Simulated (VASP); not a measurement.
# Ag (Fm-3m) in VASP: notebook

Ag is run at these levels: PBEsol; tasks: single point, relaxation of cell and atoms.

Program: VASP 6.6.1. These are calculated values, not measurements. Logs are shortened: lines on timing, memory, paths and dates and some standing lists are left out, and cuts for length are marked.

## 1. The cell of the first run

The structure is cubic, space group Fm-3m (No. 225). The conventional cell has a = 4.052 Å, b = 4.052 Å, c = 4.052 Å, α = 90.00°, β = 90.00°, γ = 90.00°. Ag (site symmetry m-3m) has 12 Ag at 2.87 Å within 3.8 Å.

## 2. Single point, PBEsol

INCAR reads:

```
SYSTEM = Ag
PREC     = Accurate       ! precision mode
ENCUT    = 500            ! plane-wave cutoff, eV
EDIFF    = 1E-6           ! SCF threshold, eV
ISMEAR   = 0              ! smearing method
SIGMA    = 0.1            ! smearing width, eV
LREAL    = .FALSE.        ! projectors in reciprocal space
LASPH    = .TRUE.         ! aspherical terms in the spheres
NELM     = 120            ! most SCF steps
ALGO     = Normal         ! electronic algorithm
ISIF     = 2              ! what is computed and relaxed
LWAVE    = .FALSE.        ! write WAVECAR
LCHARG   = .FALSE.        ! write CHGCAR
GGA      = PS             ! functional
NBANDS   = 12             ! bands
GGA_COMPAT= .FALSE.
```

KPOINTS reads:

```
regular mesh
0
G
  9 9 9
  0 0 0
```

POSCAR reads:

```
Ag
1.0
    0.0000000000      2.0260761806      2.0260761806
    2.0260761806      0.0000000000      2.0260761806
    2.0260761806      2.0260761806      0.0000000000
Ag
1
Direct
    0.0000000000      0.0000000000      0.0000000000
```

Potentials or basis: VASP PAW PBE potentials, release 64 (Ag).

Command:

```
cat potpaw_PBE.64/Ag/POTCAR > POTCAR
mpirun -np 1 vasp_std > vasp.out
```

OUTCAR:

```text
SYSTEM = Ag
   PREC = Accurate
   ENCUT = 500
   EDIFF = 1E-6
   ISMEAR = 0
   LREAL = .FALSE.
   LASPH = .TRUE.
   NELM = 120
   ISIF = 2
   GGA = PS

 ion  position               nearest neighbor table
   1  0.000  0.000  0.000-

  LATTYP: Found a face centered cubic cell.
 ALAT       =     4.0521523612

  Lattice vectors:

 A1 = (   0.0000000000,   2.0260761806,   2.0260761806)
 A2 = (   2.0260761806,   0.0000000000,   2.0260761806)
 A3 = (   2.0260761806,   2.0260761806,   0.0000000000)

Analysis of symmetry for initial positions (statically):
=====================================================================
 Subroutine PRICEL returns:
 Original cell was already a primitive cell.

 Routine SETGRP: Setting up the symmetry group for a
 face centered cubic supercell.

 Subroutine GETGRP returns: Found 48 space group operations
 (whereof 48 operations were pure point group operations)
 out of a pool of 48 trial point group operations.

The static configuration has the point symmetry O_h .

Analysis of symmetry for dynamics (positions and initial velocities):
=====================================================================
 Subroutine PRICEL returns:
 Original cell was already a primitive cell.

 Routine SETGRP: Setting up the symmetry group for a
 face centered cubic supercell.

 Subroutine GETGRP returns: Found 48 space group operations
 (whereof 48 operations were pure point group operations)
 out of a pool of 48 trial point group operations.

The dynamic configuration has the point symmetry O_h .

 Subroutine INISYM returns: Found 48 space group operations
 (whereof 48 operations are pure point group operations),
 and found     1 'primitive' translations

----------------------------------------------------------------------------------------

                                     Primitive cell

  volume of cell :      16.6340

  direct lattice vectors                    reciprocal lattice vectors
     0.000000000  2.026076181  2.026076181    -0.246782428  0.246782428  0.246782428
     2.026076181  0.000000000  2.026076181     0.246782428 -0.246782428  0.246782428
     2.026076181  2.026076181  0.000000000     0.246782428  0.246782428 -0.246782428

  length of vectors
     2.865304413  2.865304413  2.865304413     0.427439704  0.427439704  0.427439704

  position of ions in fractional coordinates (direct lattice)
     0.000000000  0.000000000  0.000000000

  ion indices of the primitive-cell ions
   primitive index   ion index
                 1           1

----------------------------------------------------------------------------------------

 KPOINTS: regular mesh

Automatic generation of k-mesh.
 Grid dimensions read from file:
 generate k-points for:    9    9    9

 Generating k-lattice:

  Cartesian coordinates                     Fractional coordinates (reciprocal lattice)
    -0.027420270  0.027420270  0.027420270     0.111111111  0.000000000  0.000000000
     0.027420270 -0.027420270  0.027420270     0.000000000  0.111111111  0.000000000
     0.027420270  0.027420270 -0.027420270     0.000000000  0.000000000  0.111111111

  Length of vectors
     0.047493300  0.047493300  0.047493300

  Shift w.r.t. Gamma in fractional coordinates (k-lattice)
     0.000000000  0.000000000  0.000000000

 Subroutine IBZKPT returns following result:
 ===========================================

 Found     35 irreducible k-points:

 Following reciprocal coordinates:
            Coordinates               Weight
  0.000000  0.000000  0.000000      1.000000
  0.111111  0.000000  0.000000      8.000000
  0.222222  0.000000  0.000000      8.000000
  0.333333  0.000000  0.000000      8.000000
  0.444444  0.000000  0.000000      8.000000
  0.111111  0.111111  0.000000      6.000000
[... 16 lines left out ...]
 -0.333333  0.333333  0.000000     12.000000
  0.444444  0.444444  0.000000      6.000000
 [... further k-points ...]
   k-points           NKPTS =     35   k-points in BZ     NKDIM =     35   number of bands    NBANDS=     12
   number of dos      NEDOS =    301   number of ions     NIONS =      1
   total plane-waves  NPLWV =  13824
   dimension x,y,z NGX =    24 NGY =   24 NGZ =   24
   dimension x,y,z NGXF=    48 NGYF=   48 NGZF=   48
   ions per type =               1
   NGX,Y,Z   is equivalent  to a cutoff of  13.92, 13.92, 13.92 a.u.
   NGXF,Y,Z  is equivalent  to a cutoff of  27.85, 27.85, 27.85 a.u.
 SYSTEM =  Ag
   PREC   = accura    normal or accurate (medium, high low for compatibility)
   ISTART =      0    job   : 0-new  1-cont  2-samecut
   ICHARG =      2    charge: 1-file 2-atom 10-const
   ISPIN  =      1    spin polarized calculation?
   LNONCOLLINEAR =      F non collinear calculations
   LSORBIT =      F    spin-orbit coupling
   LASPH  =      T    aspherical Exc in radial PAW
   ENCUT  =  500.0 eV  36.75 Ry    6.06 a.u.   5.22  5.22  5.22*2*pi/ulx,y,z
   NELM   =    120;   NELMIN=  2; NELMDL= -5     # of ELM steps
   EDIFF  = 0.1E-05   stopping-criterion for ELM
   LREAL  =      F    real-space projection
[... 7 lines left out ...]
   TEBEG  =    0.0;   TEEND  =   0.0 temperature during run
   PSTRESS=    0.0 pullay stress
   NELECT =      11.0000    total number of electrons
   NUPDOWN=      -1.0000    fix difference up-down
   EMIN   =  10.00;   EMAX   =-10.00  energy-range for DOS
   EFERMI =   0.00;   METHOD = LEGACY
   ISMEAR =     0;   SIGMA  =   0.10  broadening in eV -4-tet -1-fermi 0-gaus
   EFERMI_NEDOS =   21; number of points for ismear=-14 and -15
   IALGO  =     38    algorithm
   IMIX   =      4    mixing-type and parameters
     AMIX     =   0.40;   BMIX     =  1.00
     AMIX_MAG =   1.60;   BMIX_MAG =  1.00
  volume/ion in A,a.u.               =      16.63       112.25
  Fermi-wavevector in a.u.,A,eV,Ry     =   1.426286  2.695290 27.678220  2.034292
  Thomas-Fermi vector in A             =   2.546579
   LORBIT       =      0    0 simple, 1 ext, 2 COOP (PROOUT), +10 PAW based schemes
   GGA     = PS    functional components
   LHFCALC =     F    Hartree Fock is set to
   AEXX    =    0.0000 exact exchange contribution
   IVDW    =     0    specifies the selected vdW correction
   LEPSILON=     F    determine dielectric tensor
   LRPA    =     F    only Hartree local field effects (RPA)
 non-spin polarized calculation
 Gauss-broadening in eV      SIGMA  =   0.10
  energy-cutoff  :      500.00
  volume of cell :       16.63
 maximum number of plane-waves:       440
 NGX is ok and might be reduce to    24
   NGX = 11   NGY = 11   NGZ = 11

 number of electron      11.0000001 magnetization

 Free energy of the ion-electron system (eV)
  ---------------------------------------------------
  ext. energy  EPLUGINS =         0.00000000
  ---------------------------------------------------
  free energy    TOTEN  =        -3.32878248 eV

  energy without entropy =       -3.32820987  energy(sigma->0) =       -3.32849617

 E-fermi :   8.8620     XC(G=0): -12.5599

 val. band max:        8.4564781652   @ k =   0.4444   0.3333   0.0000
 cond. band min:       8.9704428384   @ k =  -0.4444   0.1111   0.0000
 fundamental gap:      0.5139646733
 Fermi energy:         8.8619634951

 k-point     1 :       0.0000    0.0000    0.0000
  band No.  band energies     occupation
      1       0.5649      2.00000
      2       3.7174      2.00000
      3       3.7174      2.00000
      4       3.7174      2.00000
      5       4.8098      2.00000
      6       4.8098      2.00000
      7      24.6186      0.00000
      8      28.3351      0.00000
      9      28.3351      0.00000
     10      28.3351      0.00000
     11      33.2190      0.00000
     12      34.5096      0.00000

 k-point     2 :       0.1111    0.0000    0.0000
  band No.  band energies     occupation
      1       0.9494      2.00000
      2       3.6357      2.00000
      3       3.8192      2.00000
      4       3.8192      2.00000
      5       4.7762      2.00000
      6       4.7762      2.00000
      7      24.4652      0.00000
      8      26.0491      0.00000
      9      28.5081      0.00000
     10      28.5081      0.00000
     11      32.5385      0.00000
     12      33.9319      0.00000

 k-point     3 :       0.2222    0.0000    0.0000
  band No.  band energies     occupation
      1       1.8307      2.00000
      2       3.7260      2.00000
      3       3.9366      2.00000
      4       3.9366      2.00000
      5       4.8608      2.00000
      6       4.8608      2.00000
      7      20.9533      0.00000
      8      25.3984      0.00000
      9      28.6118      0.00000
     10      28.6118      0.00000
     11      31.5471      0.00000
     12      32.4152      0.00000

 k-point     4 :       0.3333    0.0000    0.0000
  band No.  band energies     occupation
      1       2.1425      2.00000
      2       3.8342      2.00000
      3       3.8342      2.00000
      4       5.1402      2.00000
      5       5.2486      2.00000
      6       5.2486      2.00000
      7      16.6763      0.00000
      8      24.6058      0.00000
      9      27.7670      0.00000
     10      27.7670      0.00000
     11      31.7147      0.00000
     12      31.7147      0.00000

 k-point     5 :       0.4444    0.0000    0.0000
  band No.  band energies     occupation
      1       2.0494      2.00000
      2       3.7121      2.00000
      3       3.7121      2.00000
      4       5.5936      2.00000
      5       5.5936      2.00000
      6       7.4533      2.00000
      7      13.0612      0.00000
      8      23.9457      0.00000
      9      26.7922      0.00000
     10      26.7922      0.00000
     11      31.7402      0.00000
     12      31.7402      0.00000
[... 228 lines left out ...]
      1       2.3011      2.00000
      2       2.4574      2.00000
      3       5.0589      2.00000
      4       5.1883      2.00000
      5       5.7018      2.00000
      6       8.4565      2.00000
      7      18.2208      0.00000
      8      18.8640      0.00000
      9      20.6410      0.00000
     10      25.8481      0.00000
     11      28.1623      0.00000
     12      37.5611      0.00000

 k-point    22 :      -0.4444    0.3333    0.0000
  band No.  band energies     occupation
      1       2.3998      2.00000
      2       2.7882      2.00000
      3       4.5665      2.00000
      4       5.0142      2.00000
      5       5.6731      2.00000
      6      11.3889      0.00000
      7      14.7899      0.00000
      8      17.0073      0.00000
      9      21.2360      0.00000
     10      25.6500      0.00000
     11      31.9471      0.00000
     12      36.3230      0.00000

 k-point    23 :      -0.3333    0.3333    0.0000
  band No.  band energies     occupation
      1       2.6992      2.00000
      2       3.3016      2.00000
      3       3.9466      2.00000
      4       4.7579      2.00000
      5       5.3480      2.00000
      6      11.7591      0.00000
      7      14.4719      0.00000
      8      16.2316      0.00000
      9      22.9708      0.00000
     10      25.4805      0.00000
     11      35.2460      0.00000
     12      35.3452      0.00000

 k-point    24 :       0.4444    0.4444    0.0000
  band No.  band energies     occupation
      1       2.0416      2.00000
      2       2.1843      2.00000
      3       5.5874      2.00000
      4       5.7742      2.00000
      5       5.7742      2.00000
      6       9.3194      0.00000
      7      16.4658      0.00000
      8      19.5452      0.00000
      9      19.5452      0.00000
     10      26.0083      0.00000
     11      26.0974      0.00000
     12      38.5342      0.00000

 [... further k-points ...]

------------------------ aborting loop because EDIFF is reached ----------------------------------------

  FORCE on cell =-STRESS in cart. coord.  units (eV):
  Direction    XX          YY          ZZ          XY          YZ          ZX
  --------------------------------------------------------------------------------------
  -------------------------------------------------------------------------------------
  Total       -0.0205224     -0.0205224     -0.0205224     -0.0000000     -0.0000000     -0.0000000
  in kB       -1.9767035     -1.9767035     -1.9767035     -0.0000000     -0.0000000     -0.0000000
  external PRESSURE =      -1.9767035 kB  Pullay stress =       0.0000000 kB

 VOLUME and BASIS-vectors are now :
 -----------------------------------------------------------------------------
  energy-cutoff  :      500.00
  volume of cell :       16.63
      direct lattice vectors                 reciprocal lattice vectors
     0.000000000  2.026076181  2.026076181    -0.246782428  0.246782428  0.246782428
     2.026076181  0.000000000  2.026076181     0.246782428 -0.246782428  0.246782428
     2.026076181  2.026076181  0.000000000     0.246782428  0.246782428 -0.246782428

 POSITION                                       TOTAL-FORCE (eV/Angst)
 -----------------------------------------------------------------------------------
      0.00000      0.00000      0.00000         0.000000     -0.000000     -0.000000
 -----------------------------------------------------------------------------------
    total drift:                               -0.000000      0.000000     -0.000000

  FREE ENERGIE OF THE ION-ELECTRON SYSTEM (eV)
  ---------------------------------------------------
  free  energy   TOTEN  =        -3.3287824777 eV

  energy  without entropy=       -3.3282098654  energy(sigma->0) =       -3.32849617
```

It took 4.6 s on 1 thread of Intel Xeon Platinum 8488C (Sapphire Rapids), shared host; peak memory 0.14 GiB.

Results:

```
Free energy            : -3.3288 eV
Pressure               : -0.2 GPa
Band gap on the k mesh : zero (an odd number of electrons rules out a gap without spin polarisation)
```

Levels at points of the mesh, in eV from the Fermi level:
| k point | band 3 | band 4 | band 5 | band 6 | band 7 | band 8 | band 9 | band 10 |
| --- | --- | --- | --- | --- | --- | --- | --- | --- |
| (0.00, 0.00, 0.00) | -5.14 | -5.14 | -4.05 | -4.05 | 15.76 | 19.47 | 19.47 | 19.47 |

Caveat: the PAW data sets were made with another functional, which shifts forces and pressure a little.

## 3. Relaxation of cell and atoms, PBEsol

This run uses another cell than the first one, of 17.10 Å³/atom.

INCAR reads:

```
SYSTEM = Ag
  ALGO = Normal
  EDIFF = 1E-7
  EDIFFG = -0.02
  ENCUT = 500
  GGA = PS
  GGA_COMPAT = .FALSE.
  IBRION = 2
  ISIF = 3
  ISMEAR = 0
  LASPH = .TRUE.
  LCHARG = .FALSE.
  LREAL = .FALSE.
  LWAVE = .FALSE.
  NELM = 120
  NELMIN = 4
  NSW = 80
  PREC = Accurate
  SIGMA = 0.1
```

KPOINTS reads:

```
k-points
0
G
  9 9 9
  0 0 0
```

POSCAR reads:

```
Ag
1.0
    0.0000000000      2.0450000000      2.0450000000
    2.0450000000      0.0000000000      2.0450000000
    2.0450000000      2.0450000000      0.0000000000
Ag
1
Direct
    0.0000000000      0.0000000000      0.0000000000
```

Potentials or basis: VASP PAW PBE potentials, release 64 (Ag).

Command:

```
cat potpaw_PBE.64/Ag/POTCAR > POTCAR
mpirun -np 1 vasp_std > vasp.out
```

It took 9 s on 1 thread of Intel Xeon Platinum 8488C (Sapphire Rapids), shared host; peak memory 0.15 GiB.

It converged, with:

| Item | Value |
| --- | --- |
| Free energy | -3.3290 eV |
| Relaxed volume | 16.60 Å³/atom |
| Relaxed cell | a = 2.864 Å, b = 2.864 Å, c = 2.864 Å, α = 60.00°, β = 60.00°, γ = 60.00° |
| Space group after relaxing (to 0.1 Å) | Fm-3m (No. 225) |
| Energy gained by relaxing | 5.3 meV/atom |
| Ionic steps | 3 |
| Pressure after relaxing | 0.0 GPa |
| Band gap on the k mesh | zero (an odd number of electrons rules out a gap without spin polarisation) |

Step by step:
| step | energy change (eV) | largest force (eV/Å) | pressure (GPa) | volume (Å³) |
| --- | --- | --- | --- | --- |
| 1 | 0.0000 | 0.0000 | -3.26 | 17.10 |
| 2 | -0.0025 | 0.0000 | 2.68 | 16.26 |
| 3 | -0.0053 | 0.0000 | 0.00 | 16.60 |

Final structure:
```yaml
crystal:
  lattice:
    - [0.00000, 2.02485, 2.02485]
    - [2.02485, 0.00000, 2.02485]
    - [2.02485, 2.02485, 0.00000]
  atoms:
    - { symbol: Ag, position: [0.00000, 0.00000, 0.00000] }
```

Levels at points of the mesh, in eV from the Fermi level:
```tsv
k point	band 4	band 5	band 6	band 7	band 8	band 9
(0.00, 0.00, 0.00)	-5.15	-4.05	-4.05	15.76	19.49	19.49
```

Caveat: the PAW data sets were made with another functional, which shifts forces and pressure a little.

The gap in the log of VASP goes by the Fermi energy; the results here count the filled bands.